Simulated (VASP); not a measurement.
A run of VASP 6.6.1 is set up as follows.

File POSCAR:

```
Sn
1.0
   -1.9588574572      1.9588574572      1.9588574572
    1.9588574572     -1.9588574572      1.9588574572
    1.9588574572      1.9588574572     -1.9588574572
Sn
1
Direct
    0.0000000000      0.0000000000      0.0000000000
```

INCAR.step1

```
  ALGO = Normal
  EDIFF = 1E-4
  ENCUT = 520
  GGA = PE
  ISMEAR = -1
  LASPH = True
  LCHARG = False
  LREAL = False
  LWAVE = True
  NBANDS = 13
  NELM = 100
  PREC = Accurate
  SIGMA = 0.1
```

Contents of INCAR.step2:

```
  ALGO = Normal
  EDIFF = 1E-7
  ENCUT = 520
  ISIF = 2
  ISMEAR = -1
  ISTART = 1
  LASPH = True
  LCHARG = False
  LMIXTAU = True
  LREAL = False
  LWAVE = False
  METAGGA = R2SCAN
  NBANDS = 13
  NELM = 100
  PREC = Accurate
  SIGMA = 0.1
```

KPOINTS

```
k-points
0
Gamma
  13 13 13
```

Potentials or basis: VASP PAW PBE potentials, release 64 (Sn_d).

The run is started by

```console
$ cat potpaw_PBE.64/Sn_d/POTCAR > POTCAR
$ cp INCAR.step1 INCAR
$ mpirun -np 1 vasp_std > vasp.out
$ cp INCAR.step2 INCAR
$ mpirun -np 1 vasp_std > vasp.out
```

(1) Estimate the pressure.

(2) Estimate the band gap on the k mesh.

Answers

(1) -4.3 GPa.

(2) zero (band 7 reaches 14.34 eV, above the bottom of band 8 at 4.71 eV).

Caveat: the PAW data sets were made with another functional, which shifts forces and pressure a little; spin-orbit coupling is left out, which moves the levels of the heavy elements.
